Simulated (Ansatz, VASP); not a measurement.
## One calculation of PbO2, two programs

INCAR

```
SYSTEM = PbO2
ALGO = Normal ; EDIFF = 1E-7
EDIFFG = -0.01 ; ENCUT = 600
GGA = PS ; IBRION = 2
ISIF = 3 ; ISMEAR = -1
LASPH = .True. ; LCHARG = .False.
LREAL = .False. ; LWAVE = .False.
NELM = 60 ; NSW = 60
PREC = Accurate ; SIGMA = 0.05
```

Contents of KPOINTS:

```
k-points
0
Gamma
  5 5 6
  0 0 0
```

Contents of POSCAR:

```
PbO2
1.0
    4.9949598700      0.0000000000      0.0000000000
    0.0000000000      4.9949598700      0.0000000000
    0.0000000000      0.0000000000      3.4090009600
Pb O
2 4
Direct
    0.5000000000      0.5000000000      0.5000000000
    0.0000000000      0.0000000000      0.0000000000
    0.6925710400      0.6925710400      0.0000000000
    0.8074289600      0.1925710400      0.5000000000
    0.1925710400      0.8074289600      0.5000000000
    0.3074289600      0.3074289600      0.0000000000
```

The input input.yaml:

```yaml
crystal:
  lattice:
    - [4.99495987, 0.0, 0.0]
    - [0.0, 4.99495987, 0.0]
    - [0.0, 0.0, 3.40900096]
  atoms:
    - { symbol: Pb, position: [0.5, 0.5, 0.5] }
    - { symbol: Pb, position: [0.0, 0.0, 0.0] }
    - { symbol: O, position: [0.69257104, 0.69257104, 0.0] }
    - { symbol: O, position: [0.80742896, 0.19257104, 0.5] }
    - { symbol: O, position: [0.19257104, 0.80742896, 0.5] }
    - { symbol: O, position: [0.30742896, 0.30742896, 0.0] }
hamiltonian:
  xc: pbesol
  pseudopotentials: { kind: paw }
kpoints:
  mp_grid: { grid: [5, 5, 6] }
scf:
  occupations: { method: fermi_dirac, width: 0.05 }
output:
  forces: true
  stress: true
  eigenvalues: true
  write_density: true
  write_potential: true
  elf: true
  volumetric_format: npy
relax:
  f_tol: 0.01
  max_steps: 40
  cell: { stress_tol: 0.05 }
```

Alike in both runs: task relaxation of cell and atoms; functional PBEsol; k mesh 5 × 5 × 6; occupations fermi-dirac, width 0.05 eV; no spin polarisation.

```csv
,VASP,Ansatz
version,VASP 6.6.1,Ansatz 0.2.0
potentials or method,"VASP PAW PBE potentials, release 64 (Pb_d, O)",Ansatz PAW
plane-wave cutoff (eV),600,420
valence electrons in the cell,52,52
```

|  | VASP | Ansatz | Ansatz less VASP |
| --- | --- | --- | --- |
| gap on the k mesh at the Fermi level, each at its own relaxed structure (eV) | 0.16 | 0.16 | -0.001 |
| relaxed volume (Å³/atom) | 14.21 | 14.19 | -0.014 |
| relaxed length of the cell vector where the two differ most in proportion (Å) | 3.413 | 3.411 | -0.0025 |

VASP's potentials were made for PBE, not for PBEsol.

Neither program's run includes spin-orbit coupling. Noted on Ansatz's run: odd divisions of the mesh miss points on the zone boundary, where band edges often lie, so the gap on the mesh can be too wide; the plane-wave basis is chosen anew once the cell has moved, so the energies of steps on either side of that aren't comparable.
